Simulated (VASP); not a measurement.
# Ba (P6/mmm) in VASP: a series of runs

Ba is run at these levels: PBE; tasks: single point, relaxation of cell and atoms.

Everything below comes from runs of VASP 6.6.1. Logs are shortened: lines on timing, memory, paths and dates and some standing lists are left out, and cuts for length are marked.

## Step 1: The cell of the first run

It takes space group P6/mmm (No. 191, hexagonal). Conventional cell: a = 7.387 Å, b = 7.387 Å, c = 4.387 Å, α = 90.00°, β = 90.00°, γ = 120.00°. Ba (site symmetry 6/mmm) has 14 Ba at 4.39 to 4.80 Å within 5.8 Å. Ba (site symmetry -6m2) has 11 Ba at 4.26 to 4.80 Å within 5.6 Å.

This isn't the form of Ba at room conditions, which is bcc.

## Step 2: Single point, PBE (69.11 Å³/atom)

File INCAR:

```
PREC = Accurate
ENCUT = 520
EDIFF = 1E-7
ISMEAR = -1
SIGMA = 0.1
LREAL = F
LASPH = T
NELM = 80
ALGO = Normal
ISIF = 2
LWAVE = F
LCHARG = T
GGA = PE
LELF = T
LVHAR = T
NBANDS = 22
```

File KPOINTS:

```
Automatic mesh
0
Gamma
  7 7 10
```

File POSCAR:

```
Ba
1.0
    7.3871019479      0.0000000000      0.0000000000
   -3.6935509739      6.3974179473      0.0000000000
    0.0000000000      0.0000000000      4.3872987730
Ba
3
Direct
    1.0000000000      1.0000000000      0.0000000000
    0.3333333333      0.6666666667      0.5000000000
    0.6666666667      0.3333333333      0.5000000000
```

Potentials or basis: VASP PAW PBE potentials, release 64 (Ba_sv).

Run with:

```sh
$ cat potpaw_PBE.64/Ba_sv/POTCAR > POTCAR
$ mpirun -np 1 vasp_std > vasp.out
```

OUTCAR:

```text
PREC = Accurate
   ENCUT = 520
   EDIFF = 1E-7
   ISMEAR = -1
   LREAL = F
   LASPH = T
   NELM = 80
   ISIF = 2
   GGA = PE

 ion  position               nearest neighbor table
   1  0.000  0.000  0.000-
   2  0.333  0.667  0.500-   3 4.26   3 4.26   3 4.26
   3  0.667  0.333  0.500-   2 4.26   2 4.26   2 4.26

  LATTYP: Found a hexagonal cell.
 ALAT       =     7.3871019479
 C/A-ratio  =     0.5939133917

  Lattice vectors:

 A1 = (   7.3871019479,   0.0000000000,   0.0000000000)
 A2 = (  -3.6935509739,   6.3974179473,   0.0000000000)
 A3 = (   0.0000000000,   0.0000000000,   4.3872987730)

Analysis of symmetry for initial positions (statically):
=====================================================================
 Subroutine PRICEL returns:
 Original cell was already a primitive cell.

 Routine SETGRP: Setting up the symmetry group for a
 hexagonal supercell.

 Subroutine GETGRP returns: Found 24 space group operations
 (whereof 24 operations were pure point group operations)
 out of a pool of 24 trial point group operations.

The static configuration has the point symmetry D_6h.

Analysis of symmetry for dynamics (positions and initial velocities):
=====================================================================
 Subroutine PRICEL returns:
 Original cell was already a primitive cell.

 Routine SETGRP: Setting up the symmetry group for a
 hexagonal supercell.

 Subroutine GETGRP returns: Found 24 space group operations
 (whereof 24 operations were pure point group operations)
 out of a pool of 24 trial point group operations.

The dynamic configuration has the point symmetry D_6h.

 Subroutine INISYM returns: Found 24 space group operations
 (whereof 24 operations are pure point group operations),
 and found     1 'primitive' translations

----------------------------------------------------------------------------------------

                                     Primitive cell

  volume of cell :     207.3366

  direct lattice vectors                    reciprocal lattice vectors
     7.387101948  0.000000000  0.000000000     0.135371084  0.078156532  0.000000000
    -3.693550974  6.397417947  0.000000000     0.000000000  0.156313064  0.000000000
     0.000000000  0.000000000  4.387298773     0.000000000  0.000000000  0.227930682

  length of vectors
     7.387101948  7.387101948  4.387298773     0.156313064  0.156313064  0.227930682

  position of ions in fractional coordinates (direct lattice)
     0.000000000  0.000000000  0.000000000
     0.333333333  0.666666667  0.500000000
     0.666666667  0.333333333  0.500000000

  ion indices of the primitive-cell ions
   primitive index   ion index
                 1           1
                 2           2
                 3           3

----------------------------------------------------------------------------------------

 KPOINTS: Automatic mesh

Automatic generation of k-mesh.
 Grid dimensions read from file:
 generate k-points for:    7    7   10

 Generating k-lattice:

  Cartesian coordinates                     Fractional coordinates (reciprocal lattice)
     0.019338726  0.011165219  0.000000000     0.142857143  0.000000000  0.000000000
     0.000000000  0.022330438  0.000000000     0.000000000  0.142857143  0.000000000
     0.000000000  0.000000000  0.022793068     0.000000000  0.000000000  0.100000000

  Length of vectors
     0.022330438  0.022330438  0.022793068

  Shift w.r.t. Gamma in fractional coordinates (k-lattice)
     0.000000000  0.000000000  0.000000000

 Subroutine IBZKPT returns following result:
 ===========================================

 Found     48 irreducible k-points:

 Following reciprocal coordinates:
            Coordinates               Weight
  0.000000  0.000000  0.000000      1.000000
  0.142857  0.000000  0.000000      6.000000
  0.285714  0.000000  0.000000      6.000000
  0.428571  0.000000  0.000000      6.000000
  0.142857  0.142857  0.000000      6.000000
  0.285714  0.142857  0.000000     12.000000
[... 16 lines left out ...]
  0.428571  0.142857  0.200000     12.000000
  0.285714  0.285714  0.200000     12.000000
 [... further k-points ...]
   k-points           NKPTS =     48   k-points in BZ     NKDIM =     48   number of bands    NBANDS=     22
   number of dos      NEDOS =    301   number of ions     NIONS =      3
   total plane-waves  NPLWV = 112896
   dimension x,y,z NGX =    56 NGY =   56 NGZ =   36
   dimension x,y,z NGXF=   112 NGYF=  112 NGZF=   72
   ions per type =               3
   NGX,Y,Z   is equivalent  to a cutoff of  12.60, 12.60, 13.64 a.u.
   NGXF,Y,Z  is equivalent  to a cutoff of  25.21, 25.21, 27.28 a.u.
 SYSTEM =  unknown system
   PREC   = accura    normal or accurate (medium, high low for compatibility)
   ISTART =      0    job   : 0-new  1-cont  2-samecut
   ICHARG =      2    charge: 1-file 2-atom 10-const
   ISPIN  =      1    spin polarized calculation?
   LNONCOLLINEAR =      F non collinear calculations
   LSORBIT =      F    spin-orbit coupling
   LASPH  =      T    aspherical Exc in radial PAW
   ENCUT  =  520.0 eV  38.22 Ry    6.18 a.u.  13.74 13.74  8.16*2*pi/ulx,y,z
   NELM   =     80;   NELMIN=  2; NELMDL= -5     # of ELM steps
   EDIFF  = 0.1E-06   stopping-criterion for ELM
   LREAL  =      F    real-space projection
   EDIFFG = 0.1E-05   stopping-criterion for IOM
   NSW    =      0    number of steps for IOM
   IBRION =     -1    ionic relax: 0-MD 1-quasi-New 2-CG
   NFREE  =      0    steps in history (QN), initial steepest desc. (CG)
   ISIF   =      2    stress and relaxation
   ISYM   =      2    0-nonsym 1-usesym 2-fastsym
   POTIM  = 0.5000    time-step for ionic-motion
   TEBEG  =    0.0;   TEEND  =   0.0 temperature during run
   PSTRESS=    0.0 pullay stress
   NELECT =      30.0000    total number of electrons
   NUPDOWN=      -1.0000    fix difference up-down
   EMIN   =  10.00;   EMAX   =-10.00  energy-range for DOS
   EFERMI =   0.00;   METHOD = LEGACY
   ISMEAR =    -1;   SIGMA  =   0.10  broadening in eV -4-tet -1-fermi 0-gaus
   EFERMI_NEDOS =   21; number of points for ismear=-14 and -15
   IALGO  =     38    algorithm
   IMIX   =      4    mixing-type and parameters
     AMIX     =   0.40;   BMIX     =  1.00
     AMIX_MAG =   1.60;   BMIX_MAG =  1.00
  volume/ion in A,a.u.               =      69.11       466.39
  Fermi-wavevector in a.u.,A,eV,Ry     =   0.859455  1.624135 10.050123  0.738663
  Thomas-Fermi vector in A             =   1.976813
   LORBIT       =      0    0 simple, 1 ext, 2 COOP (PROOUT), +10 PAW based schemes
   GGA     = PE    functional components
   LHFCALC =     F    Hartree Fock is set to
   AEXX    =    0.0000 exact exchange contribution
   IVDW    =     0    specifies the selected vdW correction
   LEPSILON=     F    determine dielectric tensor
   LRPA    =     F    only Hartree local field effects (RPA)
 non-spin polarized calculation
  energy-cutoff  :      520.00
  volume of cell :      207.34
 maximum number of plane-waves:      5628
 NGX is ok and might be reduce to    56
   NGX = 27   NGY = 27   NGZ = 17

 number of electron      30.0000000 magnetization

 Free energy of the ion-electron system (eV)
  ---------------------------------------------------
  ext. energy  EPLUGINS =         0.00000000
  ---------------------------------------------------
  free energy    TOTEN  =        -5.63470490 eV

  energy without entropy =       -5.44460671  energy(sigma->0) =       -5.53965580

 E-fermi :   1.3746     XC(G=0):  -7.1165

 val. band max:        1.3727578784   @ k =   0.1429   0.0000   0.3000
 cond. band min:       1.3781982820   @ k =   0.1429   0.0000   0.1000
 fundamental gap:      0.0054404037
 Fermi energy:         1.3746340308

 k-point     1 :       0.0000    0.0000    0.0000
  band No.  band energies     occupation
      1     -27.7240      2.00000
      2     -27.6875      2.00000
      3     -27.6310      2.00000
      4     -13.0084      2.00000
      5     -13.0084      2.00000
      6     -12.8623      2.00000
[... 14 lines left out ...]
     21       3.3646      0.00000
     22       3.3646      0.00000

 k-point     2 :       0.1429    0.0000    0.0000
  band No.  band energies     occupation
      1     -27.7222      2.00000
      2     -27.6890      2.00000
      3     -27.6312      2.00000
      4     -13.0220      2.00000
      5     -13.0090      2.00000
      6     -12.8436      2.00000
[... 14 lines left out ...]
     21       3.1968      0.00000
     22       3.4687      0.00000

 k-point     3 :       0.2857    0.0000    0.0000
  band No.  band energies     occupation
      1     -27.7176      2.00000
      2     -27.6932      2.00000
      3     -27.6316      2.00000
      4     -13.0460      2.00000
      5     -12.9955      2.00000
      6     -12.8054      2.00000
[... 14 lines left out ...]
     21       2.8165      0.00000
     22       3.5001      0.00000

 k-point     4 :       0.4286    0.0000    0.0000
  band No.  band energies     occupation
      1     -27.7122      2.00000
      2     -27.6983      2.00000
      3     -27.6320      2.00000
      4     -13.0615      2.00000
      5     -12.9612      2.00000
      6     -12.8443      2.00000
[... 14 lines left out ...]
     21       2.6524      0.00001
     22       3.3994      0.00000

 k-point     5 :       0.1429    0.1429    0.0000
  band No.  band energies     occupation
      1     -27.7190      2.00000
      2     -27.6919      2.00000
      3     -27.6315      2.00000
      4     -13.0353      2.00000
      5     -13.0067      2.00000
      6     -12.8145      2.00000
[... 417 lines left out ...]
 k-point    22 :       0.2857    0.1429    0.2000
  band No.  band energies     occupation
      1     -27.7080      2.00000
      2     -27.6913      2.00000
      3     -27.6263      2.00000
      4     -13.0328      2.00000
      5     -12.9665      2.00000
      6     -12.8526      2.00000
[... 14 lines left out ...]
     21       2.8822      0.00000
     22       2.9881      0.00000

 k-point    23 :       0.4286    0.1429    0.2000
  band No.  band energies     occupation
      1     -27.7042      2.00000
      2     -27.6950      2.00000
      3     -27.6264      2.00000
      4     -13.0381      2.00000
      5     -12.9458      2.00000
      6     -12.8732      2.00000
[... 14 lines left out ...]
     21       2.8511      0.00000
     22       3.0027      0.00000

 k-point    24 :       0.2857    0.2857    0.2000
  band No.  band energies     occupation
      1     -27.7028      2.00000
      2     -27.6963      2.00000
      3     -27.6265      2.00000
      4     -13.0353      2.00000
      5     -12.9372      2.00000
      6     -12.8856      2.00000
[... 14 lines left out ...]
     21       2.6992      0.00000
     22       3.0850      0.00000

 [... further k-points ...]

------------------------ aborting loop because EDIFF is reached ----------------------------------------

  FORCE on cell =-STRESS in cart. coord.  units (eV):
  Direction    XX          YY          ZZ          XY          YZ          ZX
  --------------------------------------------------------------------------------------
  -------------------------------------------------------------------------------------
  Total       -0.7032275     -0.7032275     -0.6280395     -0.0000000     -0.0000000      0.0000000
  in kB       -5.4341346     -5.4341346     -4.8531257     -0.0000000     -0.0000000      0.0000000
  external PRESSURE =      -5.2404650 kB  Pullay stress =       0.0000000 kB

 VOLUME and BASIS-vectors are now :
 -----------------------------------------------------------------------------
  energy-cutoff  :      520.00
  volume of cell :      207.34
      direct lattice vectors                 reciprocal lattice vectors
     7.387101948  0.000000000  0.000000000     0.135371084  0.078156532  0.000000000
    -3.693550974  6.397417947  0.000000000     0.000000000  0.156313064  0.000000000
     0.000000000  0.000000000  4.387298773     0.000000000  0.000000000  0.227930682

 POSITION                                       TOTAL-FORCE (eV/Angst)
 -----------------------------------------------------------------------------------
      0.00000      0.00000      0.00000        -0.000000      0.000000      0.000000
     -0.00000      4.26495      2.19365         0.000000     -0.000000      0.000000
      3.69355      2.13247      2.19365        -0.000000      0.000000      0.000000
 -----------------------------------------------------------------------------------
    total drift:                                0.000000     -0.000000      0.000000

  FREE ENERGIE OF THE ION-ELECTRON SYSTEM (eV)
  ---------------------------------------------------
  free  energy   TOTEN  =        -5.6347048952 eV

  energy  without entropy=       -5.4446067108  energy(sigma->0) =       -5.53965580
```

It took 3.5 min on 1 thread of AMD EPYC 7R43 (Zen 3), shared host; peak memory 0.37 GiB.

Results:

- Free energy: -5.6347 eV
- Pressure: -0.5 GPa
- Band gap on the k mesh: zero (bands 15 and 16 overlap by 0.63 eV)

Caveat: spin-orbit coupling is left out, which moves the levels of the heavy elements.

## Step 3: Single point, PBE (71.67 Å³/atom)

This run uses another cell than the first one, of 71.67 Å³/atom.

File INCAR:

```
SYSTEM = Ba
ALGO = Normal
EDIFF = 1E-6
ENCUT = 520
GGA = PE
ISIF = 2
ISMEAR = -1
LASPH = .True.
LCHARG = .False.
LREAL = .False.
LWAVE = .False.
NBANDS = 22
NELM = 60
PREC = Accurate
SIGMA = 0.1
```

File KPOINTS:

```
k-points
0
Gamma
  7 7 10
  0 0 0
```

File POSCAR:

```
Ba
1.0
    7.4771974364      0.0000000000      0.0000000000
   -3.7385987182      6.4754429290      0.0000000000
    0.0000000000      0.0000000000      4.4408076901
Ba
3
Direct
    1.0000000000      1.0000000000      0.0000000000
    0.3333333333      0.6666666667      0.5000000000
    0.6666666667      0.3333333333      0.5000000000
```

Potentials or basis: VASP PAW PBE potentials, release 64 (Ba_sv).

Run with:

```sh
$ cat potpaw_PBE.64/Ba_sv/POTCAR > POTCAR
$ mpirun -np 1 vasp_std > vasp.out
```

It took 2.8 min on 1 thread of AMD EPYC 7R43 (Zen 3), shared host; peak memory 0.38 GiB.

The run converged. Its results:

* Free energy: -5.6041 eV
* Pressure: -0.8 GPa
* Band gap on the k mesh: zero (bands 15 and 16 overlap by 0.60 eV)

Levels at points of the mesh, in eV from the Fermi level:
| k point | band 12 | band 13 | band 14 | band 15 | band 16 | band 17 | band 18 | band 19 |
| --- | --- | --- | --- | --- | --- | --- | --- | --- |
| (0.00, 0.00, 0.00) | -14.12 | -2.69 | -0.26 | 0.36 | 0.36 | 0.40 | 0.40 | 0.45 |
| (0.00, 0.00, 0.50) | -14.19 | -0.79 | -0.29 | -0.25 | -0.25 | -0.02 | -0.02 | 1.39 |

Caveat: spin-orbit coupling is left out, which moves the levels of the heavy elements.

## Step 4: Relaxation of cell and atoms, PBE

This run uses another cell than the first one, of 62.50 Å³/atom.

File INCAR:

```
SYSTEM = Ba
PREC = Accurate
ENCUT = 600
EDIFF = 1E-7
ISMEAR = -1
SIGMA = 0.1
LREAL = .False.
LASPH = .True.
NELM = 100
ALGO = Normal
ISIF = 3
LWAVE = .False.
LCHARG = .False.
GGA = PE
IBRION = 2
NSW = 80
EDIFFG = -0.01
```

File KPOINTS:

```
Automatic mesh
0
Gamma
  5 5 7
  0 0 0
```

File POSCAR:

```
Ba
1.0
    7.0686539647      0.0000000000      0.0000000000
   -3.5343269823      6.1216339040      0.0000000000
    0.0000000000      0.0000000000      4.3330848804
Ba
3
Direct
    0.0000000000      0.0000000000      0.0000000000
    0.3333333333      0.6666666667      0.5000000000
    0.6666666667      0.3333333333      0.5000000000
```

Run with:

```sh
$ cat potpaw_PBE.64/Ba_sv/POTCAR > POTCAR
$ mpirun -np 1 vasp_std > vasp.out
```

Wall time 5.7 min (1 thread of AMD EPYC 7R43 (Zen 3), shared host); peak memory 0.33 GiB.

It converged, with:

| Quantity | Value |
| --- | --- |
| Free energy | -5.6562 eV |
| Relaxed volume | 64.53 Å³/atom |
| Relaxed cell | a = 7.217 Å, b = 7.217 Å, c = 4.291 Å, α = 90.00°, β = 90.00°, γ = 120.00° |
| Space group after relaxing (to 0.1 Å) | P6/mmm (No. 191) |
| Energy gained by relaxing | 4.4 meV/atom |
| Ionic steps | 6 |
| Pressure after relaxing | 0.0 GPa |
| Band gap on the k mesh | zero (bands 15 and 16 overlap by 0.55 eV) |

The path:
```
step  energy change (eV)  largest force (eV/Å)  pressure (GPa)  volume (Å³)
   1              0.0000                0.0000            0.28       187.50
   2             -0.0091                0.0000            0.14       190.44
   3             -0.0130                0.0000           -0.05       194.72
   4             -0.0131                0.0000           -0.03       194.15
   5             -0.0132                0.0000           -0.01       193.82
   6             -0.0132                0.0000            0.00       193.59
```

Final structure:
```
CELL_PARAMETERS angstrom
7.21721 0.00000 0.00000
-3.60860 6.25028 0.00000
0.00000 0.00000 4.29148
ATOMIC_POSITIONS crystal
Ba 0.00000 0.00000 0.00000
Ba 0.33333 0.66667 0.50000
Ba 0.66667 0.33333 0.50000
```

Levels at points of the mesh, in eV from the Fermi level:
```csv
k point,band 11,band 12,band 13,band 14,band 15,band 16,band 17,band 18,band 19
"(0.00, 0.00, 0.00)",-13.90,-13.87,-2.75,-0.31,0.46,0.46,0.51,0.51,0.56
```

Caveat: spin-orbit coupling is left out, which moves the levels of the heavy elements.

## Step 5: Summary

```csv
task,cell,k mesh,cutoff (eV),gap on the mesh (eV),pressure (GPa)
single point,"a = 7.387, b = 7.387, c = 4.387 Å, angles 90.0, 90.0, 120.0°, 3 atoms",7 × 7 × 10,520,none,-0.5
single point,"a = 7.477, b = 7.477, c = 4.441 Å, angles 90.0, 90.0, 120.0°, 3 atoms",7 × 7 × 10,520,none,-0.8
relaxation of cell and atoms,"relaxed from a = 7.069, b = 7.069, c = 4.333 Å, angles 90.0, 90.0, 120.0°, 3 atoms",5 × 5 × 7,600,none,0.0
```

Alike in all rows: level PBE; potentials or basis VASP PAW PBE potentials, release 64 (Ba_sv); no spin polarisation; smearing fermi-dirac 0.1 eV.

Caveats: spin-orbit coupling is left out, which moves the levels of the heavy elements.

Absolute energies hang on the potentials; compare differences alone.
